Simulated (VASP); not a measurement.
A run of VASP 6.6.1:

The input INCAR:

```
PREC = Accurate ; ENCUT = 520
EDIFF = 1E-6 ; ISMEAR = 0
SIGMA = 0.05 ; LREAL = False
LASPH = True ; NELM = 100
ALGO = Normal ; ISIF = 2
LWAVE = False ; LCHARG = True
GGA = PS ; LELF = True
LVHAR = True ; NBANDS = 11
```

The input KPOINTS:

```
Automatic mesh
0
Gamma
  8 8 8
```

Contents of POSCAR:

```
MgS
1.0
    0.0000000000      2.6016500000      2.6016500000
    2.6016500000      0.0000000000      2.6016500000
    2.6016500000      2.6016500000      0.0000000000
Mg S
1 1
Direct
    0.0000000000      0.0000000000      0.0000000000
    0.4903907136      0.4903907136      0.5096092864
```

Potentials or basis: VASP PAW PBE potentials, release 64 (Mg, S).

Command:

```console
$ cat potpaw_PBE.64/Mg/POTCAR potpaw_PBE.64/S/POTCAR > POTCAR
$ mpirun -np 1 vasp_std > vasp.out
```

Hardware: 1 thread of AMD EPYC 7R13, with other jobs on the host.

Task: How long does it take, and how much memory?

Result: Run time: 43 s on 1 thread of AMD EPYC 7R13, with other jobs on the host, peak memory 0.14 GiB. Counts: scf iterations 12, k points 59.
